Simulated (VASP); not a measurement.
# KBr (P4mm) in VASP: single point with LDA

Aim: the single point of KBr with LDA.

All numbers are computed with VASP 6.6.1; they aren't measurements. Logs are shortened: lines on timing, memory, paths and dates and some standing lists are left out, and cuts for length are marked.

### Step 1. The cell of the first run

It takes space group P4mm (No. 99, tetragonal). The conventional cell has a = 4.043 Å, b = 4.043 Å, c = 4.043 Å, α = 90.00°, β = 90.00°, γ = 90.00°. Within 4.5 Å of K (site symmetry 4mm) lie 8 Br at 3.42 to 3.59 Å and 6 K at 4.04 Å. Br (site symmetry 4mm) has 8 K at 3.42 to 3.59 Å and 6 Br at 4.04 Å within 4.5 Å.

### Step 2. Single point, LDA (atom 1 (K) moved by (+0.000, -0.150) A along [1 1 0] and z)

Input file INCAR:

```
SYSTEM = KBr
ALGO = Normal
EDIFF = 1E-7
ENCUT = 520
ISIF = 2
ISMEAR = 0
LASPH = .True.
LCHARG = .True.
LELF = .True.
LREAL = .False.
LVHAR = .True.
LWAVE = .False.
NBANDS = 15
NELM = 100
PREC = Accurate
SIGMA = 0.05
```

Input file KPOINTS:

```
k-points
0
Gamma
  6 6 6
  0 0 0
```

Input file POSCAR:

```
KBr
1.0
    4.0434990000      0.0000000000      0.0000000000
    0.0000000000      4.0434990000      0.0000000000
    0.0000000000      0.0000000000      4.0434990000
K Br
1 1
Direct
    0.0000000000      0.0000000000     -0.0370965839
    0.5000000000      0.5000000000      0.5000000000
```

Potentials or basis: VASP PAW LDA potentials, release 64 (K_sv, Br).

Command:

```bash
$ cat potpaw_LDA.64/K_sv/POTCAR potpaw_LDA.64/Br/POTCAR > POTCAR
$ mpirun -np 1 vasp_std > vasp.out
```

OUTCAR:

```text
SYSTEM = KBr
   EDIFF = 1E-7
   ENCUT = 520
   ISIF = 2
   ISMEAR = 0
   LASPH = .True.
   LREAL = .False.
   NELM = 100
   PREC = Accurate

 ion  position               nearest neighbor table
   1  0.000  0.000  0.963-
   2  0.500  0.500  0.500-

  LATTYP: Found a simple cubic cell.
 ALAT       =     4.0434990000

  Lattice vectors:

 A1 = (   4.0434990000,   0.0000000000,   0.0000000000)
 A2 = (   0.0000000000,   4.0434990000,   0.0000000000)
 A3 = (   0.0000000000,   0.0000000000,   4.0434990000)

Analysis of symmetry for initial positions (statically):
=====================================================================
 Subroutine PRICEL returns:
 Original cell was already a primitive cell.

 Routine SETGRP: Setting up the symmetry group for a
 simple cubic supercell.

 Subroutine GETGRP returns: Found  8 space group operations
 (whereof  8 operations were pure point group operations)
 out of a pool of 48 trial point group operations.

The static configuration has the point symmetry C_4v.

Analysis of symmetry for dynamics (positions and initial velocities):
=====================================================================
 Subroutine PRICEL returns:
 Original cell was already a primitive cell.

 Routine SETGRP: Setting up the symmetry group for a
 simple cubic supercell.

 Subroutine GETGRP returns: Found  8 space group operations
 (whereof  8 operations were pure point group operations)
 out of a pool of 48 trial point group operations.

The dynamic configuration has the point symmetry C_4v.

 Subroutine INISYM returns: Found  8 space group operations
 (whereof  8 operations are pure point group operations),
 and found     1 'primitive' translations

----------------------------------------------------------------------------------------

                                     Primitive cell

  volume of cell :      66.1107

  direct lattice vectors                    reciprocal lattice vectors
     4.043499000  0.000000000  0.000000000     0.247310559  0.000000000  0.000000000
     0.000000000  4.043499000  0.000000000     0.000000000  0.247310559  0.000000000
     0.000000000  0.000000000  4.043499000     0.000000000  0.000000000  0.247310559

  length of vectors
     4.043499000  4.043499000  4.043499000     0.247310559  0.247310559  0.247310559

  position of ions in fractional coordinates (direct lattice)
     0.000000000  0.000000000  0.962903416
     0.500000000  0.500000000  0.500000000

  ion indices of the primitive-cell ions
   primitive index   ion index
                 1           1
                 2           2

----------------------------------------------------------------------------------------

 KPOINTS: k-points

Automatic generation of k-mesh.
 Grid dimensions read from file:
 generate k-points for:    6    6    6

 Generating k-lattice:

  Cartesian coordinates                     Fractional coordinates (reciprocal lattice)
     0.041218427  0.000000000  0.000000000     0.166666667  0.000000000  0.000000000
     0.000000000  0.041218427  0.000000000     0.000000000  0.166666667  0.000000000
     0.000000000  0.000000000  0.041218427     0.000000000  0.000000000  0.166666667

  Length of vectors
     0.041218427  0.041218427  0.041218427

  Shift w.r.t. Gamma in fractional coordinates (k-lattice)
     0.000000000  0.000000000  0.000000000

 Subroutine IBZKPT returns following result:
 ===========================================

 Found     40 irreducible k-points:

 Following reciprocal coordinates:
            Coordinates               Weight
  0.000000  0.000000  0.000000      1.000000
  0.166667  0.000000  0.000000      4.000000
  0.000000  0.000000  0.166667      2.000000
  0.333333  0.000000  0.000000      4.000000
  0.000000  0.000000  0.333333      2.000000
  0.500000  0.000000  0.000000      2.000000
[... 16 lines left out ...]
  0.166667  0.166667  0.166667      8.000000
  0.333333  0.166667  0.166667     16.000000
 [... further k-points ...]
   k-points           NKPTS =     40   k-points in BZ     NKDIM =     40   number of bands    NBANDS=     15
   number of dos      NEDOS =    301   number of ions     NIONS =      2
   total plane-waves  NPLWV =  27000
   dimension x,y,z NGX =    30 NGY =   30 NGZ =   30
   dimension x,y,z NGXF=    60 NGYF=   60 NGZF=   60
   ions per type =               1   1
   NGX,Y,Z   is equivalent  to a cutoff of  12.33, 12.33, 12.33 a.u.
   NGXF,Y,Z  is equivalent  to a cutoff of  24.67, 24.67, 24.67 a.u.
 SYSTEM =  KBr
   PREC   = accura    normal or accurate (medium, high low for compatibility)
   ISTART =      0    job   : 0-new  1-cont  2-samecut
   ICHARG =      2    charge: 1-file 2-atom 10-const
   ISPIN  =      1    spin polarized calculation?
   LNONCOLLINEAR =      F non collinear calculations
   LSORBIT =      F    spin-orbit coupling
   LASPH  =      T    aspherical Exc in radial PAW
   ENCUT  =  520.0 eV  38.22 Ry    6.18 a.u.   7.52  7.52  7.52*2*pi/ulx,y,z
   NELM   =    100;   NELMIN=  2; NELMDL= -5     # of ELM steps
   EDIFF  = 0.1E-06   stopping-criterion for ELM
   LREAL  =      F    real-space projection
   EDIFFG = 0.1E-05   stopping-criterion for IOM
   NSW    =      0    number of steps for IOM
   IBRION =     -1    ionic relax: 0-MD 1-quasi-New 2-CG
   NFREE  =      0    steps in history (QN), initial steepest desc. (CG)
   ISIF   =      2    stress and relaxation
   ISYM   =      2    0-nonsym 1-usesym 2-fastsym
   POTIM  = 0.5000    time-step for ionic-motion
   TEBEG  =    0.0;   TEEND  =   0.0 temperature during run
   PSTRESS=    0.0 pullay stress
   NELECT =      16.0000    total number of electrons
   NUPDOWN=      -1.0000    fix difference up-down
   EMIN   =  10.00;   EMAX   =-10.00  energy-range for DOS
   EFERMI =   0.00;   METHOD = LEGACY
   ISMEAR =     0;   SIGMA  =   0.05  broadening in eV -4-tet -1-fermi 0-gaus
   EFERMI_NEDOS =   21; number of points for ismear=-14 and -15
   IALGO  =     38    algorithm
   IMIX   =      4    mixing-type and parameters
     AMIX     =   0.40;   BMIX     =  1.00
     AMIX_MAG =   1.60;   BMIX_MAG =  1.00
  volume/ion in A,a.u.               =      33.06       223.07
  Fermi-wavevector in a.u.,A,eV,Ry     =   1.020213  1.927923 14.161412  1.040834
  Thomas-Fermi vector in A             =   2.153770
   LORBIT       =      0    0 simple, 1 ext, 2 COOP (PROOUT), +10 PAW based schemes
   GGA     = CA    functional components
   LHFCALC =     F    Hartree Fock is set to
   AEXX    =    0.0000 exact exchange contribution
   IVDW    =     0    specifies the selected vdW correction
   LEPSILON=     F    determine dielectric tensor
   LRPA    =     F    only Hartree local field effects (RPA)
 non-spin polarized calculation
 Gauss-broadening in eV      SIGMA  =   0.05
  energy-cutoff  :      520.00
  volume of cell :       66.11
 maximum number of plane-waves:      1800
   NGX = 15   NGY = 15   NGZ = 15

 number of electron      15.9999998 magnetization

 Free energy of the ion-electron system (eV)
  ---------------------------------------------------
  ext. energy  EPLUGINS =         0.00000000
  ---------------------------------------------------
  free energy    TOTEN  =        -6.68119242 eV

  energy without entropy =       -6.68119242  energy(sigma->0) =       -6.68119242

 E-fermi :  -0.6256     XC(G=0):  -8.3133

 val. band max:       -0.9321075870   @ k =   0.5000   0.5000   0.0000
 cond. band min:       2.5557731970   @ k =   0.0000   0.0000   0.0000
 fundamental gap:      3.4878807840
 Fermi energy:        -0.6255781258

 k-point     1 :       0.0000    0.0000    0.0000
  band No.  band energies     occupation
      1     -29.1931      2.00000
      2     -13.7471      2.00000
      3     -12.8514      2.00000
      4     -12.8514      2.00000
      5     -12.8469      2.00000
      6      -1.2048      2.00000
      7      -1.2021      2.00000
      8      -1.2021      2.00000
      9       2.5558      0.00000
     10       4.6456      0.00000
     11       4.6978      0.00000
     12       8.5696      0.00000
     13       8.6030      0.00000
     14       8.6030      0.00000
     15      11.0736      0.00000

 k-point     2 :       0.1667    0.0000    0.0000
  band No.  band energies     occupation
      1     -29.1903      2.00000
      2     -13.7821      2.00000
      3     -12.8522      2.00000
      4     -12.8461      2.00000
      5     -12.8031      2.00000
      6      -1.7753      2.00000
      7      -1.1967      2.00000
      8      -1.1943      2.00000
      9       3.1975      0.00000
     10       4.8863      0.00000
     11       5.2133      0.00000
     12       8.4721      0.00000
     13       8.5086      0.00000
     14       8.7239      0.00000
     15      10.1520      0.00000

 k-point     3 :       0.0000    0.0000    0.1667
  band No.  band energies     occupation
      1     -29.1903      2.00000
      2     -13.7803      2.00000
      3     -12.8462      2.00000
      4     -12.8462      2.00000
      5     -12.8111      2.00000
      6      -1.7753      2.00000
      7      -1.1953      2.00000
      8      -1.1953      2.00000
      9       3.1968      0.00000
     10       4.8549      0.00000
     11       5.2559      0.00000
     12       8.5031      0.00000
     13       8.5031      0.00000
     14       8.6819      0.00000
     15      10.3106      0.00000

 k-point     4 :       0.3333    0.0000    0.0000
  band No.  band energies     occupation
      1     -29.1848      2.00000
      2     -13.8515      2.00000
      3     -12.8395      2.00000
      4     -12.8355      2.00000
      5     -12.7268      2.00000
      6      -2.6120      2.00000
      7      -1.1866      2.00000
      8      -1.1749      2.00000
      9       4.3883      0.00000
     10       5.4470      0.00000
     11       6.2239      0.00000
     12       8.2822      0.00000
     13       8.4371      0.00000
     14       8.8233      0.00000
     15       8.9677      0.00000
[... 307 lines left out ...]
 k-point    22 :       0.0000    0.5000    0.5000
  band No.  band energies     occupation
      1     -29.1716      2.00000
      2     -13.5193      2.00000
      3     -13.0064      2.00000
      4     -12.9796      2.00000
      5     -12.8143      2.00000
      6      -2.3560      2.00000
      7      -2.3496      2.00000
      8      -0.9396      2.00000
      9       3.9796      0.00000
     10       5.3089      0.00000
     11       6.9280      0.00000
     12       6.9448      0.00000
     13       8.9612      0.00000
     14       8.9656      0.00000
     15       9.8690      0.00000

 k-point    23 :       0.1667    0.1667    0.1667
  band No.  band energies     occupation
      1     -29.1849      2.00000
      2     -13.7693      2.00000
      3     -12.8847      2.00000
      4     -12.8839      2.00000
      5     -12.7407      2.00000
      6      -1.8372      2.00000
      7      -1.5610      2.00000
      8      -1.5585      2.00000
      9       4.2146      0.00000
     10       5.6477      0.00000
     11       5.6679      0.00000
     12       7.8697      0.00000
     13       7.9166      0.00000
     14       8.4145      0.00000
     15      10.4974      0.00000

 k-point    24 :       0.3333    0.1667    0.1667
  band No.  band energies     occupation
      1     -29.1795      2.00000
      2     -13.7507      2.00000
      3     -12.9017      2.00000
      4     -12.8723      2.00000
      5     -12.7511      2.00000
      6      -2.4118      2.00000
      7      -1.5513      2.00000
      8      -1.5191      2.00000
      9       5.0496      0.00000
     10       5.8323      0.00000
     11       6.2672      0.00000
     12       7.5272      0.00000
     13       7.7827      0.00000
     14       7.9567      0.00000
     15      10.1972      0.00000

 [... further k-points ...]

------------------------ aborting loop because EDIFF is reached ----------------------------------------

  FORCE on cell =-STRESS in cart. coord.  units (eV):
  Direction    XX          YY          ZZ          XY          YZ          ZX
  --------------------------------------------------------------------------------------
  -------------------------------------------------------------------------------------
  Total       -1.0365005     -1.0365005     -1.0319468      0.0000000      0.0000000      0.0000000
  in kB      -25.1193324    -25.1193324    -25.0089735      0.0000000      0.0000000      0.0000000
  external PRESSURE =     -25.0825461 kB  Pullay stress =       0.0000000 kB

 VOLUME and BASIS-vectors are now :
 -----------------------------------------------------------------------------
  energy-cutoff  :      520.00
  volume of cell :       66.11
      direct lattice vectors                 reciprocal lattice vectors
     4.043499000  0.000000000  0.000000000     0.247310559  0.000000000  0.000000000
     0.000000000  4.043499000  0.000000000     0.000000000  0.247310559  0.000000000
     0.000000000  0.000000000  4.043499000     0.000000000  0.000000000  0.247310559

 POSITION                                       TOTAL-FORCE (eV/Angst)
 -----------------------------------------------------------------------------------
      0.00000      0.00000      3.89350        -0.000000      0.000000      0.045142
      2.02175      2.02175      2.02175         0.000000     -0.000000     -0.045142
 -----------------------------------------------------------------------------------
    total drift:                                0.000000      0.000000      0.000142

  FREE ENERGIE OF THE ION-ELECTRON SYSTEM (eV)
  ---------------------------------------------------
  free  energy   TOTEN  =        -6.6811924225 eV

  energy  without entropy=       -6.6811924225  energy(sigma->0) =       -6.68119242
```

Wall time 34 s (1 thread of Intel Xeon Platinum 8259CL at 2.50GHz (Skylake/Cascade Lake), shared host); peak memory 0.17 GiB.

What came out:

| Quantity | Value |
| --- | --- |
| Free energy | -6.6812 eV |
| Pressure | -2.5 GPa |
| Largest force | 0.045 eV/Å |
| Band gap on the k mesh | 3.49 eV, indirect (least direct gap 3.76 eV) |

Forces in eV/Å, atoms in the order of the input:
```
K    0.000  0.000  0.045
Br   0.000  0.000 -0.045
```

Caveat: the cell differs from its parent crystal (atom 1 (K) moved by (+0.000, -0.150) A along [1 1 0] and z).
